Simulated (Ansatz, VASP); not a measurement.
**Li2SbMo3 in VASP and in Ansatz**

```
Li Sb Mo
1.0
     2.49322   -4.43775    0.00000
     2.49322    4.43775    0.00000
     0.00000    0.00000    4.42843
Li Sb Mo
2 1 3
Cartesian
  1.2466 2.2189 2.2142
  1.2466 -2.2189 2.2142
  2.4932 0.0000 0.0000
  2.4932 2.9900 0.0000
  2.4932 -2.9900 0.0000
  0.0000 0.0000 2.2142
```

Change from the starting cell: species swapped into the CeAl2Cu3 type (Cmmm, No. 65).

Alike in both runs: functional PBE; k mesh 8 × 8 × 10; occupations gaussian, width 0.1 eV; no spin polarisation.

Ansatz relaxed the structure, and its values are those at the end. VASP's run is a single point on that final structure, the one shown.

```csv
,VASP,Ansatz
version,VASP 6.6.1,Ansatz 0.2.0
potentials or method,"VASP PAW PBE potentials, release 64 (Li_sv, Sb, Mo_sv), cutoff 520 eV","scalar-relativistic, plane waves, PAW"
valence electrons in the cell,53,63
```

```tsv
	VASP	Ansatz	Ansatz less VASP
gap on the k mesh at the Fermi level (eV)	none	none	-
rms of the force components (eV/Å)	0.006	0.003	-0.0030
```

A gap of «none» marks a metal or a gap that the smearing closes. VASP's potentials hold 53 valence electrons a cell and Ansatz's 63, so a difference there can come from the potentials and not from the codes.

Spin-orbit coupling is off throughout. Noted on VASP's run: the cutoff is under 1.25 times that of the potentials, so the pressure is a little rough.
